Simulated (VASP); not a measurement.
Wanted: the native input for a VASP 6.6.1 run.

```
Task                   : single point
Functional             : PBEsol
Potentials or basis    : VASP PAW PBE potentials, release 64 (Hf_pv, B)
Cutoff                 : 520 eV
k mesh                 : 12 × 12 × 10
Occupations            : fermi-dirac, width 0.1 eV
Spin                   : no spin polarisation
Dipole correction      : no
Further INCAR settings : ALGO = Normal; EDIFF = 1e-07; NBANDS = 15
```

The structure of HfB2 lies in POSCAR:

```
HfB2
1.0
    3.1400000000      0.0000000000      0.0000000000
   -1.5700000000      2.7193200000      0.0000000000
    0.0000000000      0.0000000000      3.4800000000
Hf B
1 2
Direct
    0.0000000000      0.0000000000      0.0000000000
    0.3333333333      0.6666666667      0.5000000000
    0.6666666667      0.3333333333      0.5000000000
```

These files were run (other wordings do the same):

INCAR

```
SYSTEM = HfB2
ALGO = Normal
EDIFF = 1E-7
ENCUT = 520
GGA = PS
ISIF = 2
ISMEAR = -1
LASPH = .TRUE.
LCHARG = .TRUE.
LELF = .TRUE.
LREAL = .FALSE.
LVHAR = .TRUE.
LWAVE = .FALSE.
NBANDS = 15
NELM = 60
PREC = Accurate
SIGMA = 0.1
```

KPOINTS

```
k-points
0
G
  12 12 10
  0 0 0
```

Potentials or basis: VASP PAW PBE potentials, release 64 (Hf_pv, B).

Run with:

```sh
$ cat potpaw_PBE.64/Hf_pv/POTCAR potpaw_PBE.64/B/POTCAR > POTCAR
$ mpirun -np 1 vasp_std > vasp.out
```

Results of the run:

```yaml
Pressure: -4.5 GPa
Band_gap_on_the_k_mesh: zero (band 8 reaches 8.26 eV, above the bottom of band 9 at 6.97 eV)
```

Caveat: the PAW data sets were made with another functional, which shifts forces and pressure a little; spin-orbit coupling is left out, which moves the levels of the heavy elements.

Run time: 49 s on 1 thread of Intel(R) Xeon(R) Platinum 8259CL CPU @ 2.50GHz (Skylake/Cascade Lake), with other jobs on the host, peak memory 0.18 GiB.
